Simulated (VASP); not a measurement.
**MgO: single point with PBE**

Crystal: MgO.

```
Mg O
1.0
     3.06417    0.00000    0.00000
    -1.53209    2.65365    0.00000
     0.00000    0.00000   11.08710
Mg O
4 4
Direct
  0.33333 0.66667 0.96949
  0.00000 0.00000 0.22082
  0.00000 0.00000 0.72082
  0.66667 0.33333 0.46949
  0.33333 0.66667 0.78004
  0.00000 0.00000 0.52964
  0.00000 0.00000 0.02964
  0.66667 0.33333 0.28004
```

This cell differs from its parent crystal: volume 11.269 Å^3 an atom, c/a of the conventional cell 3.6183.

```json
{"Program": "VASP 6.6.1", "Task": "single point", "Functional": "PBE", "Potentials or basis": "VASP PAW PBE potentials, release 64 (Mg, O)", "Cutoff": "520 eV", "k mesh": "9 × 9 × 4", "Occupations": "gaussian, width 0.05 eV", "Spin": "no spin polarisation"}
```

```json
{"Pressure": "14.1 GPa", "Largest force": "1.082 eV/Å", "Band gap on the k mesh": "3.74 eV, direct"}
```

Forces on the atoms (eV/Å):
```
Mg   0.000  0.000 -0.994
Mg   0.000  0.000 -1.082
Mg   0.000  0.000 -1.082
Mg   0.000  0.000 -0.994
O    0.000  0.000  1.055
O    0.000  0.000  1.021
O    0.000  0.000  1.021
O    0.000  0.000  1.055
```

Stress tensor (GPa, compression positive):
```
24.62  0.00  0.00
 0.00 24.62  0.00
 0.00  0.00 -7.08
```

Levels at points of the mesh, in eV from the valence-band top:
```
           k point  band 14  band 15  band 16  band 17  band 18  band 19
(0.00, 0.00, 0.00)    -0.03     0.00     0.00     3.74     6.17     6.22
(0.00, 0.00, 0.50)    -0.01    -0.01    -0.01     4.58     4.58     7.87
```

Run time: 51 s on 1 thread of Intel(R) Xeon(R) Platinum 8488C (Sapphire Rapids) (shared host), peak memory 0.24 GiB.

Caveat: forces of over 1 eV/Å act on the atoms, so gaps and moduli don't describe the material at rest. A k mesh can miss the band edges.
